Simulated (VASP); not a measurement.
# Y2AlN3 (P321) in VASP: a series of runs

The runs below take Y2AlN3 through relaxation of cell and atoms, with PBE.

All numbers are computed with VASP 6.6.1; they aren't measurements. Logs are shortened: lines on timing, memory, paths and dates and some standing lists are left out, and cuts for length are marked.

## (1) The cell of the first run

The structure is trigonal, space group P321 (No. 150). The conventional cell has a = 5.590 Å, b = 5.590 Å, c = 3.214 Å, α = 90.00°, β = 90.00°, γ = 120.00°. Within 3.0 Å of Y (site symmetry 3) lie 6 N at 2.30 to 2.65 Å. Al (site symmetry 32) has 3 N at 1.85 Å within 2.5 Å. Within 2.5 Å of N (site symmetry 2) lie 1 Al at 1.85 Å and 2 Y at 2.30 Å.

The cell was generated, and may not be a known phase.

## (2) Relaxation of cell and atoms, PBE

Contents of INCAR:

```
SYSTEM = Y2AlN3
ALGO = Normal
EDIFF = 1E-6
EDIFFG = -0.04
ENCUT = 600
GGA = PE
IBRION = 2
ISIF = 3
ISMEAR = 0
LASPH = .True.
LCHARG = .False.
LREAL = .False.
LWAVE = .False.
NELM = 60
NSW = 90
PREC = Accurate
SIGMA = 0.1
```

Contents of KPOINTS:

```
k-points
0
Gamma
  6 6 6
  0 0 0
```

Contents of POSCAR:

```
Y2AlN3
1.0
    5.5898395198      0.0000000000      0.0000000000
   -2.7949197599      4.8409430273      0.0000000000
    0.0000000000      0.0000000000      3.2135767146
Y Al N
2 1 3
Direct
    0.3333333333      0.6666666667      0.0847625319
    0.6666666667      0.3333333333      0.9152374681
    0.0000000000      0.0000000000      0.5000000000
    0.3315876326      0.0000000000      0.5000000000
    0.0000000000      0.3315876326      0.5000000000
    0.6684123674      0.6684123674      0.5000000000
```

Potentials or basis: VASP PAW PBE potentials, release 64 (Y_sv, Al, N).

Command:

```bash
> cat potpaw_PBE.64/Y_sv/POTCAR potpaw_PBE.64/Al/POTCAR potpaw_PBE.64/N/POTCAR > POTCAR
> mpirun -np 1 vasp_std > vasp.out
```

OUTCAR:

```text
SYSTEM = Y2AlN3
   EDIFF = 1E-6
   EDIFFG = -0.04
   ENCUT = 600
   GGA = PE
   IBRION = 2
   ISIF = 3
   ISMEAR = 0
   LASPH = .True.
   LREAL = .False.
   NELM = 60
   NSW = 90
   PREC = Accurate

 ion  position               nearest neighbor table
   1  0.333  0.667  0.085-   4 2.30   5 2.30   6 2.30   4 2.65   5 2.65   6 2.65   2 3.27   2 3.27
                             2 3.27   3 3.49   3 3.49   3 3.49   3 3.73   3 3.73   3 3.73   2 4.19
   2  0.667  0.333  0.915-   5 2.30   4 2.30   6 2.30   5 2.65   4 2.65   6 2.65   1 3.27   1 3.27
                             1 3.27   3 3.49   3 3.49   3 3.49   3 3.73   3 3.73   3 3.73   1 4.19
   3  0.000  0.000  0.500-   4 1.85   5 1.85   6 1.85   2 3.49   1 3.49   2 3.49   1 3.49   2 3.49
                             1 3.49   1 3.73   2 3.73   1 3.73   2 3.73   1 3.73   2 3.73
   4  0.332  0.000  0.500-   3 1.85   1 2.30   2 2.30   1 2.65   2 2.65
   5  0.000  0.332  0.500-   3 1.85   2 2.30   1 2.30   2 2.65   1 2.65
   6  0.668  0.668  0.500-   3 1.85   1 2.30   2 2.30   1 2.65   2 2.65

  LATTYP: Found a hexagonal cell.
 ALAT       =     5.5898395198
 C/A-ratio  =     0.5748960598

  Lattice vectors:

 A1 = (   5.5898395198,   0.0000000000,   0.0000000000)
 A2 = (  -2.7949197599,   4.8409430273,   0.0000000000)
 A3 = (   0.0000000000,   0.0000000000,   3.2135767146)

Analysis of symmetry for initial positions (statically):
=====================================================================
 Subroutine PRICEL returns:
 Original cell was already a primitive cell.

 Routine SETGRP: Setting up the symmetry group for a
 hexagonal supercell.

 Subroutine GETGRP returns: Found  6 space group operations
 (whereof  6 operations were pure point group operations)
 out of a pool of 24 trial point group operations.

The static configuration has the point symmetry D_3 .

Analysis of symmetry for dynamics (positions and initial velocities):
=====================================================================
 Subroutine PRICEL returns:
 Original cell was already a primitive cell.

 Routine SETGRP: Setting up the symmetry group for a
 hexagonal supercell.

 Subroutine GETGRP returns: Found  6 space group operations
 (whereof  6 operations were pure point group operations)
 out of a pool of 24 trial point group operations.

The dynamic configuration has the point symmetry D_3 .

 Subroutine INISYM returns: Found  6 space group operations
 (whereof  6 operations are pure point group operations),
 and found     1 'primitive' translations

----------------------------------------------------------------------------------------

                                     Primitive cell

  volume of cell :      86.9597

  direct lattice vectors                    reciprocal lattice vectors
     5.589839520  0.000000000  0.000000000     0.178896012  0.103285661  0.000000000
    -2.794919760  4.840943027  0.000000000     0.000000000  0.206571322  0.000000000
     0.000000000  0.000000000  3.213576715     0.000000000  0.000000000  0.311179750

  length of vectors
     5.589839520  5.589839520  3.213576715     0.206571322  0.206571322  0.311179750

  position of ions in fractional coordinates (direct lattice)
     0.333333333  0.666666667  0.084762532
     0.666666667  0.333333333  0.915237468
     0.000000000  0.000000000  0.500000000
     0.331587633  0.000000000  0.500000000
     1.000000000  0.331587633  0.500000000
     0.668412367  0.668412367  0.500000000

  ion indices of the primitive-cell ions
   primitive index   ion index
                 1           1
                 2           2
                 3           3
                 4           4
                 5           5
                 6           6

----------------------------------------------------------------------------------------

 KPOINTS: k-points

Automatic generation of k-mesh.
 Grid dimensions read from file:
 generate k-points for:    6    6    6

 Generating k-lattice:

  Cartesian coordinates                     Fractional coordinates (reciprocal lattice)
     0.029816002  0.017214277  0.000000000     0.166666667 -0.000000000  0.000000000
     0.000000000  0.034428554  0.000000000     0.000000000  0.166666667  0.000000000
     0.000000000  0.000000000  0.051863292     0.000000000  0.000000000  0.166666667

  Length of vectors
     0.034428554  0.034428554  0.051863292

  Shift w.r.t. Gamma in fractional coordinates (k-lattice)
     0.000000000  0.000000000  0.000000000

 Subroutine IBZKPT returns following result:
 ===========================================

 Found     34 irreducible k-points:

 Following reciprocal coordinates:
            Coordinates               Weight
  0.000000  0.000000  0.000000      1.000000
  0.166667 -0.000000  0.000000      6.000000
  0.333333 -0.000000  0.000000      6.000000
  0.500000 -0.000000  0.000000      3.000000
  0.166667  0.166667  0.000000      6.000000
  0.333333  0.166667  0.000000     12.000000
[... 16 lines left out ...]
  0.500000 -0.000000  0.333333      6.000000
  0.166667  0.166667  0.333333     12.000000
 [... further k-points ...]
   k-points           NKPTS =     34   k-points in BZ     NKDIM =     34   number of bands    NBANDS=     24
   number of dos      NEDOS =    301   number of ions     NIONS =      6
   total plane-waves  NPLWV =  64512
   dimension x,y,z NGX =    48 NGY =   48 NGZ =   28
   dimension x,y,z NGXF=    96 NGYF=   96 NGZF=   56
   ions per type =               2   1   3
   NGX,Y,Z   is equivalent  to a cutoff of  14.28, 14.28, 14.49 a.u.
   NGXF,Y,Z  is equivalent  to a cutoff of  28.55, 28.55, 28.97 a.u.
 SYSTEM =  Y2AlN3
   PREC   = accura    normal or accurate (medium, high low for compatibility)
   ISTART =      0    job   : 0-new  1-cont  2-samecut
   ICHARG =      2    charge: 1-file 2-atom 10-const
   ISPIN  =      1    spin polarized calculation?
   LNONCOLLINEAR =      F non collinear calculations
   LSORBIT =      F    spin-orbit coupling
   LASPH  =      T    aspherical Exc in radial PAW
   ENCUT  =  600.0 eV  44.10 Ry    6.64 a.u.  11.16 11.16  6.42*2*pi/ulx,y,z
   NELM   =     60;   NELMIN=  2; NELMDL= -5     # of ELM steps
   EDIFF  = 0.1E-05   stopping-criterion for ELM
   LREAL  =      F    real-space projection
   EDIFFG = -.4E-01   stopping-criterion for IOM
   NSW    =     90    number of steps for IOM
   IBRION =      2    ionic relax: 0-MD 1-quasi-New 2-CG
   NFREE  =      1    steps in history (QN), initial steepest desc. (CG)
   ISIF   =      3    stress and relaxation
   ISYM   =      2    0-nonsym 1-usesym 2-fastsym
   POTIM  = 0.5000    time-step for ionic-motion
   TEBEG  =    0.0;   TEEND  =   0.0 temperature during run
   PSTRESS=    0.0 pullay stress
   NELECT =      40.0000    total number of electrons
   NUPDOWN=      -1.0000    fix difference up-down
   EMIN   =  10.00;   EMAX   =-10.00  energy-range for DOS
   EFERMI =   0.00;   METHOD = LEGACY
   ISMEAR =     0;   SIGMA  =   0.10  broadening in eV -4-tet -1-fermi 0-gaus
   EFERMI_NEDOS =   21; number of points for ismear=-14 and -15
   IALGO  =     38    algorithm
   IMIX   =      4    mixing-type and parameters
     AMIX     =   0.40;   BMIX     =  1.00
     AMIX_MAG =   1.60;   BMIX_MAG =  1.00
  volume/ion in A,a.u.               =      14.49        97.81
  Fermi-wavevector in a.u.,A,eV,Ry     =   1.263734  2.388110 21.728809  1.597022
  Thomas-Fermi vector in A             =   2.397075
   LORBIT       =      0    0 simple, 1 ext, 2 COOP (PROOUT), +10 PAW based schemes
   GGA     = PE    functional components
   LHFCALC =     F    Hartree Fock is set to
   AEXX    =    0.0000 exact exchange contribution
   IVDW    =     0    specifies the selected vdW correction
   LEPSILON=     F    determine dielectric tensor
   LRPA    =     F    only Hartree local field effects (RPA)
 conjugate gradient relaxation of ions
 non-spin polarized calculation
 Gauss-broadening in eV      SIGMA  =   0.10
  energy-cutoff  :      600.00
  volume of cell :       86.96
 maximum number of plane-waves:      2929
 NGX is ok and might be reduce to    48
   NGX = 23   NGY = 23   NGZ = 13

--------------------------------------- Ionic step        1  -------------------------------------------

 number of electron      40.0000002 magnetization

 Free energy of the ion-electron system (eV)
  ---------------------------------------------------
  ext. energy  EPLUGINS =         0.00000000
  ---------------------------------------------------
  free energy    TOTEN  =       -48.93987491 eV

  energy without entropy =      -48.93987491  energy(sigma->0) =      -48.93987491

------------------------ aborting loop because EDIFF is reached ----------------------------------------

  FORCE on cell =-STRESS in cart. coord.  units (eV):
  Direction    XX          YY          ZZ          XY          YZ          ZX
  --------------------------------------------------------------------------------------
  -------------------------------------------------------------------------------------
  Total       -0.2788130     -0.2788130     -0.2217468     -0.0000000      0.0000000      0.0000000
  in kB       -5.1369532     -5.1369532     -4.0855438     -0.0000000      0.0000000      0.0000000
  external PRESSURE =      -4.7864834 kB  Pullay stress =       0.0000000 kB
[... 65 lines left out ...]
  energy  without entropy=      -48.9400806815  energy(sigma->0) =      -48.94008068

--------------------------------------- Ionic step        3  -------------------------------------------

 number of electron      40.0000002 magnetization

 Free energy of the ion-electron system (eV)
  ---------------------------------------------------
  ext. energy  EPLUGINS =         0.00000000
  ---------------------------------------------------
  free energy    TOTEN  =       -48.94035884 eV

  energy without entropy =      -48.94035884  energy(sigma->0) =      -48.94035884

 E-fermi :   4.5368     XC(G=0): -10.6612

 val. band max:        4.0672311691   @ k =   0.3333   0.3333   0.0000
 cond. band min:       5.8096281964   @ k =   0.0000   0.0000   0.0000
 fundamental gap:      1.7423970273
 Fermi energy:         4.5367586083

 k-point     1 :       0.0000    0.0000    0.0000
  band No.  band energies     occupation
      1     -36.8762      2.00000
      2     -36.7635      2.00000
      3     -17.3469      2.00000
      4     -17.3469      2.00000
      5     -16.7793      2.00000
      6     -16.7793      2.00000
[... 637 lines left out ...]
     23       8.3428      0.00000
     24       9.0781      0.00000

 [... further k-points ...]

------------------------ aborting loop because EDIFF is reached ----------------------------------------

  FORCE on cell =-STRESS in cart. coord.  units (eV):
  Direction    XX          YY          ZZ          XY          YZ          ZX
  --------------------------------------------------------------------------------------
  -------------------------------------------------------------------------------------
  Total        0.0167801      0.0167801     -0.0074161      0.0000000      0.0000000      0.0000000
  in kB        0.3102722      0.3102722     -0.1371275      0.0000000      0.0000000      0.0000000
  external PRESSURE =       0.1611390 kB  Pullay stress =       0.0000000 kB
[... 21 lines left out ...]
  FREE ENERGIE OF THE ION-ELECTRON SYSTEM (eV)
  ---------------------------------------------------
  free  energy   TOTEN  =       -48.9403588370 eV

  energy  without entropy=      -48.9403588370  energy(sigma->0) =      -48.94035884

 reached required accuracy - stopping structural energy minimisation
```

It took 4 min on 1 thread of Intel Xeon 8259CL, shared host; peak memory 0.31 GiB.

Results:

| Item | Value |
| --- | --- |
| Free energy | -48.9404 eV |
| Relaxed volume | 14.44 Å³/atom |
| Relaxed cell | a = 5.583 Å, b = 5.583 Å, c = 3.210 Å, α = 90.00°, β = 90.00°, γ = 120.00° |
| Space group after relaxing (to 0.1 Å) | P321 (No. 150) |
| Energy gained by relaxing | 0.1 meV/atom |
| Ionic steps | 3 |
| Pressure after relaxing | 0.0 GPa |
| Largest force after relaxing | 0.027 eV/Å |
| Band gap on the k mesh | 1.74 eV (least direct gap 1.97 eV) |

Forces on the atoms (eV/Å):
```
Y    0.000  0.000 -0.027
Y    0.000  0.000  0.027
Al   0.000  0.000  0.000
N    0.017  0.000  0.000
N   -0.008  0.015  0.000
N   -0.008 -0.015  0.000
```

Step by step:
```tsv
step	energy change (eV)	largest force (eV/Å)	pressure (GPa)	volume (Å³)
1	0.0000	0.0142	-0.48	86.96
2	-0.0002	0.0425	0.40	86.42
3	-0.0005	0.0274	0.02	86.65
```

Final structure:
```xyz
6
Lattice="5.5827 0.0000 0.0000 -2.7913 4.8347 0.0000 0.0000 0.0000 3.2103" Properties=species:S:1:pos:R:3 pbc="T T T"
Y     0.0000    3.2232    0.2719
Y     2.7913    1.6116    2.9384
Al    0.0000    0.0000    1.6052
N     1.8515    0.0000    1.6052
N    -0.9258    1.6035    1.6052
N     1.8656    3.2313    1.6052
```

Levels at points of the mesh, in eV from the valence-band top:
| k point | band 17 | band 18 | band 19 | band 20 | band 21 | band 22 | band 23 | band 24 |
| --- | --- | --- | --- | --- | --- | --- | --- | --- |
| (0.00, 0.00, 0.00) | -1.06 | -0.31 | -0.31 | -0.23 | 1.74 | 2.76 | 4.06 | 4.06 |
| (0.50, 0.00, 0.00) | -0.97 | -0.51 | -0.38 | -0.07 | 2.34 | 2.35 | 3.35 | 4.19 |
| (0.00, 0.00, 0.50) | -2.03 | -0.67 | -0.67 | -0.15 | 3.14 | 3.66 | 3.66 | 6.23 |
| (0.50, 0.00, 0.50) | -2.02 | -1.63 | -1.27 | -0.71 | 1.80 | 3.25 | 4.49 | 5.41 |

A k mesh can miss the band edges.

## (3) Relaxation of cell and atoms, PBE

Contents of INCAR:

```
PREC = Accurate ; ENCUT = 600
EDIFF = 1E-7 ; ISMEAR = 0
SIGMA = 0.02 ; LREAL = F
LASPH = T ; NELM = 60
ALGO = Normal ; ISIF = 3
LWAVE = F ; LCHARG = F
GGA = PE ; IBRION = 2
NSW = 100 ; EDIFFG = -0.01
```

Contents of KPOINTS:

```
regular mesh
0
Gamma
  6 6 8
```

POSCAR is that of step 2.

Potentials or basis: VASP PAW PBE potentials, release 64 (Y_sv, Al, N).

Command:

```bash
> cat potpaw_PBE.64/Y_sv/POTCAR potpaw_PBE.64/Al/POTCAR potpaw_PBE.64/N/POTCAR > POTCAR
> mpirun -np 1 vasp_std > vasp.out
```

Run time: 16 min. Hardware: 1 thread of Intel Xeon 8259CL, shared host; peak memory 0.34 GiB.

The run converged. Its results:

```yaml
Free_energy: -48.9428 eV
Relaxed_volume: 14.39 Å³/atom
Relaxed_cell: a = 5.579 Å, b = 5.579 Å, c = 3.203 Å, α = 90.00°, β = 90.00°, γ = 120.00°
Space_group_after_relaxing_to_0.1_Å: P321 (No. 150)
Energy_gained_by_relaxing: 0.2 meV/atom
Ionic_steps: 12
Pressure_after_relaxing: 0.0 GPa
Band_gap_on_the_k_mesh: 1.71 eV (least direct gap 1.91 eV)
```

The path:
```tsv
step	energy change (eV)	largest force (eV/Å)	pressure (GPa)	volume (Å³)
1	0.0000	0.0134	-0.48	86.96
2	-0.0002	0.0472	0.40	86.41
3	-0.0005	0.0322	0.02	86.65
4	-0.0006	0.0330	0.02	86.62
5	-0.0007	0.0366	0.01	86.55
6	-0.0008	0.0349	0.00	86.54
7	-0.0010	0.0297	-0.01	86.51
8	-0.0011	0.0196	-0.02	86.45
9	-0.0010	0.0128	-0.04	86.33
10	-0.0012	0.0132	-0.03	86.41
11	-0.0013	0.0071	-0.01	86.37
12	-0.0013	0.0003	0.01	86.32
```

Final structure:
```cif
data_structure
_symmetry_space_group_name_H-M 'P 1'
_symmetry_Int_Tables_number 1
_cell_length_a 5.5787
_cell_length_b 5.5787
_cell_length_c 3.2028
_cell_angle_alpha 90.000
_cell_angle_beta 90.000
_cell_angle_gamma 120.000
_cell_volume 86.32
loop_
_atom_site_label
_atom_site_type_symbol
_atom_site_fract_x
_atom_site_fract_y
_atom_site_fract_z
_atom_site_occupancy
Y1 Y 0.33333 0.66667 0.07744 1
Y2 Y 0.66667 0.33333 0.92256 1
Al1 Al 0.00000 0.00000 0.50000 1
N1 N 0.33229 0.00000 0.50000 1
N2 N 0.00000 0.33229 0.50000 1
N3 N 0.66771 0.66771 0.50000 1
```

Levels at points of the mesh, in eV from the valence-band top:
```
           k point  band 17  band 18  band 19  band 20  band 21  band 22  band 23  band 24
(0.00, 0.00, 0.00)    -1.03    -0.34    -0.34    -0.20     1.71     2.76     4.05     4.05
(0.50, 0.00, 0.00)    -0.97    -0.52    -0.34    -0.07     2.28     2.29     3.34     4.18
(0.00, 0.00, 0.50)    -2.05    -0.64    -0.64    -0.15     3.12     3.63     3.63     6.29
(0.50, 0.00, 0.50)    -2.02    -1.62    -1.27    -0.70     1.74     3.22     4.46     5.43
```
